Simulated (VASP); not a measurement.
A run of VASP 6.6.1:

File INCAR:

```
SYSTEM = TePb
ALGO = Normal
EDIFF = 1E-7
ENCUT = 520
GGA = PE
ISIF = 2
ISMEAR = 0
LASPH = .True.
LCHARG = .False.
LREAL = .False.
LWAVE = .False.
NBANDS = 17
NELM = 100
PREC = Accurate
SIGMA = 0.05
```

KPOINTS

```
k-points
0
Gamma
  8 8 8
  0 0 0
```

Contents of POSCAR:

```
TePb
1.0
    0.0000000000      3.2270000000      3.2270000000
    3.2270000000      0.0000000000      3.2270000000
    3.2270000000      3.2270000000      0.0000000000
Te Pb
1 1
Direct
    0.5000000000      0.5000000000      0.5000000000
    0.0116207003     -0.0116207003      0.0116207003
```

Potentials or basis: VASP PAW PBE potentials, release 64 (Te, Pb_d).

Run with:

```bash
$ cat potpaw_PBE.64/Te/POTCAR potpaw_PBE.64/Pb_d/POTCAR > POTCAR
$ mpirun -np 1 vasp_std > vasp.out
```

Hardware: 1 thread of Intel Xeon 8259CL (shared host).

Question: Estimate the wall time of this run.

Answer: Run time: 87 s on 1 thread of Intel Xeon 8259CL, with other jobs on the host, peak memory 0.24 GiB. Counts: scf iterations 15, k points 59.
